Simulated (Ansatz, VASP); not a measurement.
**MgS in VASP and in Ansatz**

File INCAR:

```
SYSTEM = MgS
PREC = Accurate ; ENCUT = 520
EDIFF = 1E-6 ; ISMEAR = 0
SIGMA = 0.05 ; LREAL = .False.
LASPH = .True. ; NELM = 60
ALGO = Normal ; ISIF = 2
LWAVE = .False. ; LCHARG = .False.
GGA = PE ; NBANDS = 16
```

KPOINTS

```
Automatic mesh
0
Gamma
  6 6 4
  0 0 0
```

POSCAR

```
MgS
1.0
    4.0346224068      0.0000000000      0.0000000000
   -2.0173112034      3.4940854990      0.0000000000
    0.0000000000      0.0000000000      6.4322941800
Mg S
2 2
Direct
    0.6666666667      0.3333333333      0.4957548500
    0.3333333333      0.6666666667      0.9957548500
    0.2775660329      0.6666666667      0.3792441500
    0.6666666667      0.3333333333      0.8792441500
```

Input for Ansatz:

```yaml
crystal:
  lattice:
    - [4.0346224068, 0.0, 0.0]
    - [-2.0173112034, 3.494085499, 0.0]
    - [0.0, 0.0, 6.43229418]
  atoms:
    - { symbol: Mg, position: [0.6666666667, 0.3333333333, 0.49575485] }
    - { symbol: Mg, position: [0.3333333333, 0.6666666667, 0.99575485] }
    - { symbol: S, position: [0.2775660329, 0.6666666667, 0.37924415] }
    - { symbol: S, position: [0.6666666667, 0.3333333333, 0.87924415] }
basis:
  ecutwfc: 420
kpoints:
  mp_grid: { grid: [6, 6, 4] }
hamiltonian:
  xc: pbe
scf:
  occupations: { method: gaussian, width: 0.05 }
output:
  forces: true
  stress: true
  eigenvalues: true
```

Alike in both runs: task single point; functional PBE; k mesh 6 × 6 × 4; occupations gaussian, width 0.05 eV; no spin polarisation.

```csv
,VASP,Ansatz
version,VASP 6.6.1,Ansatz 0.2.0
potentials or method,"VASP PAW PBE potentials, release 64 (Mg, S), cutoff 520 eV","scalar-relativistic, plane waves, PAW"
valence electrons in the cell,16,32
```

Ansatz gave:

```
gap on the k mesh at the Fermi level (eV)                     : 3.37
least direct gap on the mesh (eV)                             : 3.37
pressure (GPa)                                                : 1.7
traceless stress, the component that is largest in VASP (GPa) : 2.68
rms of the force components (eV/Å)                            : 0.614
```

**Question.** Which values does VASP return?

**Answer.** gap on the k mesh at the Fermi level (eV): 3.36; least direct gap on the mesh (eV): 3.36; pressure (GPa): 1.6; traceless stress, the component that is largest in VASP (GPa): 2.69; rms of the force components (eV/Å): 0.616.

Atom by atom the forces differ by 0.002 eV/Å (rms over components). The functional is the same, so the differences come from potentials, cutoffs and numerics. VASP's potentials hold 16 valence electrons a cell and Ansatz's 32, so a difference there can come from the potentials and not from the codes.
